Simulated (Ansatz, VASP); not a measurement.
**One calculation of Sn, two programs**

```xyz
2
Lattice="0.0000 3.2381 3.2381 3.2381 0.0000 3.2381 3.2381 3.2381 0.0000" Properties=species:S:1:pos:R:3 pbc="T T T"
Sn    3.2381    3.2381    3.2381
Sn    4.8571    4.8571    4.8571
```

Alike in both runs: functional LDA; k mesh 9 × 9 × 9; occupations fermi-dirac, width 0.1 eV; no spin polarisation.

Ansatz relaxed the structure, and its values are those at the end. VASP's run is a single point on that final structure, the one shown.

```csv
,VASP,Ansatz
version,VASP 6.6.1,Ansatz 0.2.0
potentials or method,"VASP PAW LDA potentials, release 64 (Sn_d), cutoff 520 eV","plane waves (420 eV) with PAW, scalar-relativistic"
valence electrons in the cell,28,28
```

|  | VASP | Ansatz | Ansatz less VASP |
| --- | --- | --- | --- |
| pressure (GPa) | 0.0 | 0.0 | +0.01 |

Ansatz warns that its potentials were made for another functional, while VASP's fit it. LDA's correlation is that of Perdew and Zunger in VASP and of Perdew and Wang (1992) in Ansatz.
